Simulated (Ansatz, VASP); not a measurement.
# Two plane-wave programs on Cd

```
Cd
1.0
     1.63704    0.94514    2.27304
    -1.63704    0.94514    2.27304
     0.00000   -1.89029    2.27304
Cd
1
Direct
  0.00000 0.00000 0.00000
```

Alike in both runs: task single point; functional PBE; k mesh 18 × 18 × 18; occupations gaussian, width 0.1 eV; no spin polarisation.

|  | VASP | Ansatz |
| --- | --- | --- |
| version | VASP 6.6.1 | Ansatz 0.2.0 |
| potentials or method | VASP PAW PBE potentials, release 64 (Cd), cutoff 520 eV | scalar-relativistic, plane waves, PAW |
| valence electrons in the cell | 12 | 20 |

VASP gave:

* gap on the k mesh at the Fermi level (eV): none
* pressure (GPa): 6.1
* traceless stress, the component that is largest in VASP (GPa): 3.20

Problem. Estimate Ansatz's values.

Solution. gap on the k mesh at the Fermi level (eV): none; pressure (GPa): 5.6; traceless stress, the component that is largest in VASP (GPa): 3.08.

A gap of «none» marks a metal or a gap that the smearing closes. With one functional, cell and mesh, what is left measures potentials, basis and numerics. VASP's potentials hold 12 valence electrons a cell and Ansatz's 20, so a difference there can come from the potentials and not from the codes.
